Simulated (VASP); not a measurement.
# Si (C2/m) in VASP: further runs

Runs on Si. Level: r2SCAN. Tasks: single point.

All numbers are computed with VASP 6.6.1; they aren't measurements. Logs are shortened: lines on timing, memory, paths and dates and some standing lists are left out, and cuts for length are marked.

### 1 The cell of the first run

The structure is monoclinic, space group C2/m (No. 12). The conventional cell has a = 6.652 Å, b = 3.840 Å, c = 9.472 Å, α = 90.00°, β = 96.72°, γ = 90.00°. Within 3.1 Å of Si (site symmetry m) lie 4 Si at 2.35 Å. Within 3.1 Å of Si (site symmetry m) lie 4 Si at 2.35 Å. Within 3.1 Å of Si (site symmetry m) lie 4 Si at 2.35 to 2.60 Å.

### 2 Single point, r2SCAN (the part above a cut slid along it)

File POSCAR:

```
Si
1.0
    2.7154700000     -2.7154700000      0.0000000000
    2.7154700000      0.0000000000     -2.7154700000
    6.3362776980      4.9782711510      4.9782711510
Si
6
Direct
    0.5763763900      0.5763763900      0.5416333333
    0.9652763900     -0.0347236100      0.2083000000
    0.1874763900      0.1874763900      0.8749666667
    0.5347013900      0.5347013900      0.7916333333
    0.9236013900      0.9236013900      0.4583000000
    0.3125013900      0.3125013900      0.1249666667
```

File INCAR.step1:

```
  ALGO = Normal
  EDIFF = 1E-4
  ENCUT = 520
  GGA = PE
  ISMEAR = 0
  LASPH = T
  LCHARG = F
  LREAL = F
  LWAVE = T
  NBANDS = 21
  NELM = 80
  PREC = Accurate
  SIGMA = 0.05
```

File INCAR.step2:

```
  ALGO = Normal
  EDIFF = 1E-6
  ENCUT = 520
  ISIF = 2
  ISMEAR = 0
  ISTART = 1
  LASPH = T
  LCHARG = T
  LELF = T
  LMIXTAU = T
  LREAL = F
  LVHAR = T
  LWAVE = F
  METAGGA = R2SCAN
  NBANDS = 21
  NELM = 80
  PREC = Accurate
  SIGMA = 0.05
```

File KPOINTS:

```
k-points
0
Gamma
  8 8 3
```

Potentials or basis: VASP PAW PBE potentials, release 64 (Si).

Run with:

```console
cat potpaw_PBE.64/Si/POTCAR > POTCAR
cp INCAR.step1 INCAR
mpirun -np 1 vasp_std > vasp.out
cp INCAR.step2 INCAR
mpirun -np 1 vasp_std > vasp.out
```

OUTCAR:

```text
EDIFF = 1E-6
   ENCUT = 520
   ISIF = 2
   ISMEAR = 0
   ISTART = 1
   LASPH = T
   LREAL = F
   METAGGA = R2SCAN
   NELM = 80
   PREC = Accurate

 ion  position               nearest neighbor table
   1  0.576  0.576  0.542-   5 2.35   5 2.35   5 2.35   4 2.35
   2  0.965  0.965  0.208-   6 2.35   6 2.35   6 2.35   5 2.35
   3  0.187  0.187  0.875-   4 2.35   4 2.35   4 2.35   6 2.60
   4  0.535  0.535  0.792-   1 2.35   3 2.35   3 2.35   3 2.35
   5  0.924  0.924  0.458-   1 2.35   1 2.35   1 2.35   2 2.35
   6  0.313  0.313  0.125-   2 2.35   2 2.35   2 2.35   3 2.60

  LATTYP: Found a base centered monoclinic cell.
 ALAT       =     6.6515159118
 B/A-ratio  =     0.5773502692
 C/A-ratio  =     1.4240045260
 COS(beta)  =    -0.1170642347

  Lattice vectors:

 A1 = (  -2.7154700000,   2.7154700000,   0.0000000000)
 A2 = (  -2.7154700000,   0.0000000000,   2.7154700000)
 A3 = (   6.3362776980,   4.9782711510,   4.9782711510)

Analysis of symmetry for initial positions (statically):
=====================================================================
 Subroutine PRICEL returns:
 Original cell was already a primitive cell.

 Routine SETGRP: Setting up the symmetry group for a
 base centered monoclinic supercell.

 Subroutine GETGRP returns: Found  4 space group operations
 (whereof  2 operations were pure point group operations)
 out of a pool of  4 trial point group operations.

The static configuration has the point symmetry C_1h.
 The point group associated with its full space group is C_2h.

Analysis of symmetry for dynamics (positions and initial velocities):
=====================================================================
 Subroutine PRICEL returns:
 Original cell was already a primitive cell.

 Routine SETGRP: Setting up the symmetry group for a
 base centered monoclinic supercell.

 Subroutine GETGRP returns: Found  4 space group operations
 (whereof  2 operations were pure point group operations)
 out of a pool of  4 trial point group operations.

The dynamic configuration has the point symmetry C_1h.
 The point group associated with its full space group is C_2h.

 Subroutine INISYM returns: Found  4 space group operations
 (whereof  2 operations are pure point group operations),
 and found     1 'primitive' translations

----------------------------------------------------------------------------------------

                                     Primitive cell

  volume of cell :     120.1396

  direct lattice vectors                    reciprocal lattice vectors
     2.715470000 -2.715470000  0.000000000     0.112521958 -0.255738417  0.112521958
     2.715470000  0.000000000 -2.715470000     0.112521958  0.112521958 -0.255738417
     6.336277698  4.978271151  4.978271151     0.061376729  0.061376729  0.061376729

  length of vectors
     3.840254502  3.840254502  9.471788763     0.301205113  0.301205113  0.106307613

  position of ions in fractional coordinates (direct lattice)
     0.576376390  0.576376390  0.541633333
     0.965276390  0.965276390  0.208300000
     0.187476390  0.187476390  0.874966667
     0.534701390  0.534701390  0.791633333
     0.923601390  0.923601390  0.458300000
     0.312501390  0.312501390  0.124966667

  ion indices of the primitive-cell ions
   primitive index   ion index
                 1           1
                 2           2
                 3           3
                 4           4
                 5           5
                 6           6

----------------------------------------------------------------------------------------

 KPOINTS: k-points

Automatic generation of k-mesh.
 Grid dimensions read from file:
 generate k-points for:    8    8    3

 Generating k-lattice:

  Cartesian coordinates                     Fractional coordinates (reciprocal lattice)
     0.014065245 -0.031967302  0.014065245     0.125000000  0.000000000  0.000000000
     0.014065245  0.014065245 -0.031967302     0.000000000  0.125000000  0.000000000
     0.020458910  0.020458910  0.020458910     0.000000000  0.000000000  0.333333333

  Length of vectors
     0.037650639  0.037650639  0.035435871

  Shift w.r.t. Gamma in fractional coordinates (k-lattice)
     0.000000000  0.000000000  0.000000000

 Subroutine IBZKPT returns following result:
 ===========================================

 Found     57 irreducible k-points:

 Following reciprocal coordinates:
            Coordinates               Weight
  0.000000  0.000000  0.000000      1.000000
  0.125000  0.000000  0.000000      4.000000
  0.250000  0.000000  0.000000      4.000000
  0.375000  0.000000  0.000000      4.000000
  0.500000  0.000000  0.000000      2.000000
  0.125000  0.125000  0.000000      2.000000
[... 16 lines left out ...]
  0.125000  0.000000  0.333333      4.000000
  0.250000  0.000000  0.333333      4.000000
 [... further k-points ...]
   k-points           NKPTS =     57   k-points in BZ     NKDIM =     57   number of bands    NBANDS=     21
   number of dos      NEDOS =    301   number of ions     NIONS =      6
   total plane-waves  NPLWV =  63000
   dimension x,y,z NGX =    30 NGY =   30 NGZ =   70
   dimension x,y,z NGXF=    60 NGYF=   60 NGZF=  140
   ions per type =               6
   NGX,Y,Z   is equivalent  to a cutoff of  12.99, 12.99, 12.29 a.u.
   NGXF,Y,Z  is equivalent  to a cutoff of  25.97, 25.97, 24.57 a.u.
 SYSTEM =  unknown system
   PREC   = accura    normal or accurate (medium, high low for compatibility)
   ISTART =      1    job   : 0-new  1-cont  2-samecut
   ICHARG =      0    charge: 1-file 2-atom 10-const
   ISPIN  =      1    spin polarized calculation?
   LNONCOLLINEAR =      F non collinear calculations
   LSORBIT =      F    spin-orbit coupling
   LASPH  =      T    aspherical Exc in radial PAW
   ENCUT  =  520.0 eV  38.22 Ry    6.18 a.u.   7.14  7.14 17.61*2*pi/ulx,y,z
   NELM   =     80;   NELMIN=  2; NELMDL=  0     # of ELM steps
   EDIFF  = 0.1E-05   stopping-criterion for ELM
   LREAL  =      F    real-space projection
   EDIFFG = 0.1E-04   stopping-criterion for IOM
   NSW    =      0    number of steps for IOM
   IBRION =     -1    ionic relax: 0-MD 1-quasi-New 2-CG
   NFREE  =      0    steps in history (QN), initial steepest desc. (CG)
   ISIF   =      2    stress and relaxation
   ISYM   =      2    0-nonsym 1-usesym 2-fastsym
   POTIM  = 0.5000    time-step for ionic-motion
   TEBEG  =    0.0;   TEEND  =   0.0 temperature during run
   PSTRESS=    0.0 pullay stress
   NELECT =      24.0000    total number of electrons
   NUPDOWN=      -1.0000    fix difference up-down
   EMIN   =  10.00;   EMAX   =-10.00  energy-range for DOS
   EFERMI =   0.00;   METHOD = LEGACY
   ISMEAR =     0;   SIGMA  =   0.05  broadening in eV -4-tet -1-fermi 0-gaus
   EFERMI_NEDOS =   21; number of points for ismear=-14 and -15
   IALGO  =     38    algorithm
   IMIX   =      4    mixing-type and parameters
     AMIX     =   0.40;   BMIX     =  1.00
     AMIX_MAG =   1.60;   BMIX_MAG =  1.00
  volume/ion in A,a.u.               =      20.02       135.12
  Fermi-wavevector in a.u.,A,eV,Ry     =   0.957010  1.808487 12.461143  0.915868
  Thomas-Fermi vector in A             =   2.085990
   LORBIT       =      0    0 simple, 1 ext, 2 COOP (PROOUT), +10 PAW based schemes
   METAGGA = R2SCAN    functional components
   LHFCALC =     F    Hartree Fock is set to
   AEXX    =    0.0000 exact exchange contribution
   IVDW    =     0    specifies the selected vdW correction
   LEPSILON=     F    determine dielectric tensor
   LRPA    =     F    only Hartree local field effects (RPA)
 non-spin polarized calculation
 Gauss-broadening in eV      SIGMA  =   0.05
  energy-cutoff  :      520.00
  volume of cell :      120.14
 maximum number of plane-waves:      3255
 NGX is ok and might be reduce to    30
   NGX = 15   NGY = 15   NGZ = 35

 number of electron      24.0000000 magnetization

 Free energy of the ion-electron system (eV)
  ---------------------------------------------------
  ext. energy  EPLUGINS =         0.00000000
  ---------------------------------------------------
  free energy    TOTEN  =       -51.84962009 eV

  energy without entropy =      -51.84806779  energy(sigma->0) =      -51.84884394

 E-fermi :   6.2276     XC(G=0):  -9.8882

 val. band max:        6.2232162437   @ k =  -0.3750   0.1250   0.0000
 cond. band min:       6.2294953806   @ k =  -0.1250   0.1250   0.0000
 fundamental gap:      0.0062791369
 Fermi energy:         6.2275994336

 k-point     1 :       0.0000    0.0000    0.0000
  band No.  band energies     occupation
      1      -6.7696      2.00000
      2      -5.3757      2.00000
      3      -5.2783      2.00000
      4       0.1905      2.00000
      5       0.4597      2.00000
      6       4.5533      2.00000
[... 13 lines left out ...]
     20       9.4573      0.00000
     21       9.5254      0.00000

 k-point     2 :       0.1250    0.0000    0.0000
  band No.  band energies     occupation
      1      -6.5773      2.00000
      2      -5.2120      2.00000
      3      -5.0644      2.00000
      4       0.2218      2.00000
      5       0.5743      2.00000
      6       3.2069      2.00000
[... 13 lines left out ...]
     20       9.9876      0.00000
     21      10.5010      0.00000

 k-point     3 :       0.2500    0.0000    0.0000
  band No.  band energies     occupation
      1      -6.0112      2.00000
      2      -4.7254      2.00000
      3      -4.4515      2.00000
      4      -0.0179      2.00000
      5       0.4435      2.00000
      6       1.8144      2.00000
[... 13 lines left out ...]
     20      11.5197      0.00000
     21      11.6035      0.00000

 k-point     4 :       0.3750    0.0000    0.0000
  band No.  band energies     occupation
      1      -5.1228      2.00000
      2      -4.0769      2.00000
      3      -3.4776      2.00000
      4      -1.2143      2.00000
      5      -0.6647      2.00000
      6      -0.0156      2.00000
[... 13 lines left out ...]
     20      11.5780      0.00000
     21      12.3467      0.00000

 k-point     5 :       0.5000    0.0000    0.0000
  band No.  band energies     occupation
      1      -4.2031      2.00000
      2      -4.0988      2.00000
      3      -2.3156      2.00000
      4      -2.1027      2.00000
      5      -1.5004      2.00000
      6      -1.1606      2.00000
[... 13 lines left out ...]
     20      11.5813      0.00000
     21      12.1922      0.00000

 k-point     6 :       0.1250    0.1250    0.0000
  band No.  band energies     occupation
      1      -6.5731      2.00000
      2      -5.2533      2.00000
      3      -5.0214      2.00000
      4       0.1766      2.00000
      5       0.5955      2.00000
      6       3.2859      2.00000
[... 13 lines left out ...]
     20       9.9248      0.00000
     21      10.6461      0.00000

 k-point     7 :       0.2500    0.1250    0.0000
  band No.  band energies     occupation
      1      -6.1888      2.00000
      2      -4.9337      2.00000
      3      -4.5989      2.00000
      4       0.1348      2.00000
      5       0.5221      2.00000
      6       2.3098      2.00000
[... 13 lines left out ...]
     20      10.2336      0.00000
     21      11.2426      0.00000
[... 291 lines left out ...]
      1      -3.7399      2.00000
      2      -3.2146      2.00000
      3      -2.9046      2.00000
      4      -2.2234      2.00000
      5      -1.0488      2.00000
      6      -0.8863      2.00000
[... 13 lines left out ...]
     20      11.6345      0.00000
     21      13.2039      0.00000

 k-point    21 :       0.5000    0.5000    0.0000
  band No.  band energies     occupation
      1      -4.2649      2.00000
      2      -3.6629      2.00000
      3      -2.8316      2.00000
      4      -2.6003      2.00000
      5      -1.0631      2.00000
      6      -0.7464      2.00000
[... 13 lines left out ...]
     20      10.8488      0.00000
     21      13.0795      0.00000

 k-point    22 :       0.0000    0.0000    0.3333
  band No.  band energies     occupation
      1      -6.6002      2.00000
      2      -6.1017      2.00000
      3      -4.5125      2.00000
      4      -1.1328      2.00000
      5       2.3266      2.00000
      6       4.3329      2.00000
[... 13 lines left out ...]
     20       9.5433      0.00000
     21       9.6937      0.00000

 k-point    23 :       0.1250    0.0000    0.3333
  band No.  band energies     occupation
      1      -6.4299      2.00000
      2      -5.8699      2.00000
      3      -4.3614      2.00000
      4      -0.9760      2.00000
      5       2.2347      2.00000
      6       3.2499      2.00000
[... 13 lines left out ...]
     20      10.0922      0.00000
     21      10.3698      0.00000

 k-point    24 :       0.2500    0.0000    0.3333
  band No.  band energies     occupation
      1      -5.8932      2.00000
      2      -5.2596      2.00000
      3      -3.8659      2.00000
      4      -0.8013      2.00000
      5       1.1524      2.00000
      6       1.5831      2.00000
[... 13 lines left out ...]
     20      11.7221      0.00000
     21      11.9044      0.00000

 [... further k-points ...]
[... 5 lines left out ...]
  --------------------------------------------------------------------------------------
  -------------------------------------------------------------------------------------
  Total       -5.6231631      2.1727325      2.1727325     -0.7421104      2.0004849     -0.7421076
  in kB      -74.9902811     28.9754748     28.9754748     -9.8967549     26.6783876     -9.8967172
  external PRESSURE =      -5.6797772 kB  Pullay stress =       0.0000000 kB

 VOLUME and BASIS-vectors are now :
 -----------------------------------------------------------------------------
  energy-cutoff  :      520.00
  volume of cell :      120.14
      direct lattice vectors                 reciprocal lattice vectors
     2.715470000 -2.715470000  0.000000000     0.112521958 -0.255738417  0.112521958
     2.715470000  0.000000000 -2.715470000     0.112521958  0.112521958 -0.255738417
     6.336277698  4.978271151  4.978271151     0.061376729  0.061376729  0.061376729

 POSITION                                       TOTAL-FORCE (eV/Angst)
 -----------------------------------------------------------------------------------
      6.56220      1.13126      1.13126         0.153124     -0.176311     -0.176311
      6.56220     -1.58421     -1.58421         0.103970     -0.040013     -0.040013
      6.56220      3.84673      3.84673         1.314934     -0.137865     -0.137865
      7.91994      2.48900      2.48900        -0.103970      0.040013      0.040013
      7.91994     -0.22647     -0.22647        -0.153124      0.176311      0.176311
      2.48900     -0.22647     -0.22647        -1.314934      0.137865      0.137865
 -----------------------------------------------------------------------------------
    total drift:                                0.000002      0.000001      0.000001

  FREE ENERGIE OF THE ION-ELECTRON SYSTEM (eV)
  ---------------------------------------------------
  free  energy   TOTEN  =       -51.8496200885 eV

  energy  without entropy=      -51.8480677946  energy(sigma->0) =      -51.84884394
```

It took 7 min on 1 thread of Intel Xeon Platinum 8488C (Sapphire Rapids), shared host; peak memory 0.29 GiB.

Results:

```
Free energy            : -51.8496 eV
Pressure               : -0.6 GPa
Largest force          : 1.329 eV/Å
Band gap on the k mesh : zero (bands 12 and 13 overlap by 0.31 eV)
```

Forces in eV/Å, atoms in the order of the input:
```
Si   0.153 -0.176 -0.176
Si   0.104 -0.040 -0.040
Si   1.315 -0.138 -0.138
Si  -0.104  0.040  0.040
Si  -0.153  0.176  0.176
Si  -1.315  0.138  0.138
```

Stress tensor (GPa, compression positive):
```
-7.50 -0.99 -0.99
-0.99  2.90  2.67
-0.99  2.67  2.90
```

Caveat: the cell differs from its parent crystal (the part above a cut slid along it); the stress differs along the axes, from -7 to 3 GPa; semilocal functionals underestimate gaps, and a narrow one can read as zero; the PAW data sets were made with another functional, which shifts forces and pressure a little.

### 3 Single point, r2SCAN (the part above a cut slid along it)

File POSCAR:

```
Si
1.0
    2.7154700000     -2.7154700000      0.0000000000
    2.7154700000      0.0000000000     -2.7154700000
    8.1464100000      4.0732050000      4.0732050000
Si
6
Direct
    0.3958500000      0.3958500000      0.5416333333
    0.8958500000     -0.1041500000      0.2083000000
   -0.1041500000     -0.1041500000      0.8749666667
    0.2708500000      0.2708500000      0.7916333333
    0.7708500000      0.7708500000      0.4583000000
    0.2708500000      0.2708500000      0.1249666667
```

File INCAR.step1:

```
SYSTEM = Si
PREC = Accurate ; ENCUT = 520
ISMEAR = 0 ; SIGMA = 0.05
LREAL = .FALSE. ; LASPH = .TRUE.
NELM = 80 ; NBANDS = 21
GGA = PE ; ALGO = Normal
EDIFF = 1E-4 ; LWAVE = .TRUE.
LCHARG = .FALSE.
```

File INCAR.step2:

```
SYSTEM = Si
PREC = Accurate ; ENCUT = 520
EDIFF = 1E-7 ; ISMEAR = 0
SIGMA = 0.05 ; LREAL = .FALSE.
LASPH = .TRUE. ; NELM = 80
ALGO = Normal ; ISIF = 2
LWAVE = .FALSE. ; LCHARG = .TRUE.
METAGGA = R2SCAN ; LMIXTAU = .TRUE.
LELF = .TRUE. ; LVHAR = .TRUE.
NBANDS = 21 ; ISTART = 1
```

File KPOINTS:

```
Automatic mesh
0
G
  8 8 3
  0 0 0
```

Potentials or basis: VASP PAW PBE potentials, release 64 (Si).

Run with:

```console
cat potpaw_PBE.64/Si/POTCAR > POTCAR
cp INCAR.step1 INCAR
mpirun -np 1 vasp_std > vasp.out
cp INCAR.step2 INCAR
mpirun -np 1 vasp_std > vasp.out
```

It took 7.3 min on 1 thread of Intel Xeon Platinum 8488C (Sapphire Rapids), shared host; peak memory 0.32 GiB.

Results (log left out):

| Quantity | Value |
| --- | --- |
| Free energy | -51.1819 eV |
| Pressure | -1.3 GPa |
| Largest force | 0.420 eV/Å |
| Band gap on the k mesh | zero (bands 12 and 13 overlap by 1.10 eV) |

Forces on the atoms (eV/Å):
```
Si  -0.251 -0.075 -0.075
Si   0.052 -0.103 -0.103
Si   0.292  0.214  0.214
Si  -0.052  0.103  0.103
Si   0.251  0.075  0.075
Si  -0.292 -0.214 -0.214
```

Stress tensor (GPa, compression positive):
```
 1.79  0.76  0.76
 0.76 -2.77  0.76
 0.76  0.76 -2.77
```

Levels at points of the mesh, in eV from the Fermi level:
| k point | band 9 | band 10 | band 11 | band 12 | band 13 | band 14 | band 15 | band 16 |
| --- | --- | --- | --- | --- | --- | --- | --- | --- |
| (0.00, 0.00, 0.00) | -0.57 | -0.49 | -0.21 | 0.49 | 1.91 | 2.40 | 2.88 | 2.96 |
| (0.50, 0.00, 0.00) | -2.49 | -2.35 | -1.80 | -1.10 | -0.54 | 1.16 | 1.66 | 2.63 |
| (0.50, 0.50, 0.00) | -3.07 | -1.96 | -1.89 | -0.70 | 0.25 | 1.42 | 2.15 | 2.89 |

Caveat: the cell differs from its parent crystal (the part above a cut slid along it); the PAW data sets were made with another functional, which shifts forces and pressure a little.

(Continued in part 2 of 2.)

The gap in the log of VASP goes by the Fermi energy; the results here count the filled bands.